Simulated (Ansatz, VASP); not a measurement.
## Bi in VASP and in Ansatz

```
Bi
1.0
     2.29084    1.32262    4.05457
    -2.29084    1.32262    4.05457
     0.00000   -2.64524    4.05457
Bi
2
Direct
  0.23391 0.23391 0.23391
  0.76609 0.76609 0.76609
```

Alike in both runs: task electric field gradients; functional PBE; k mesh 12 × 12 × 12; occupations fermi-dirac, width 0.15 eV; no spin polarisation.

```csv
,VASP,Ansatz
version,VASP 6.6.1,Ansatz 0.2.0
potentials or method,"VASP PAW PBE potentials, release 64 (Bi_d), cutoff 400 eV","scalar-relativistic, plane waves, PAW"
valence electrons in the cell,30,30
```

|  | VASP | Ansatz | Ansatz less VASP |
| --- | --- | --- | --- |
| gap on the k mesh at the Fermi level (eV) | none | none | - |
| pressure (GPa) | -0.1 | 0.0 | +0.09 |
| rms of the force components (eV/Å) | 0.004 | 0.000 | -0.0040 |
| size of Vzz on the site where it differs most (V/Å²) | 24.1 | 25.9 | +1.81 |

Atom by atom the forces differ by 0.004 eV/Å (rms over components). A gap of «none» marks a metal or a gap that the smearing closes.

Spin-orbit coupling is off throughout.
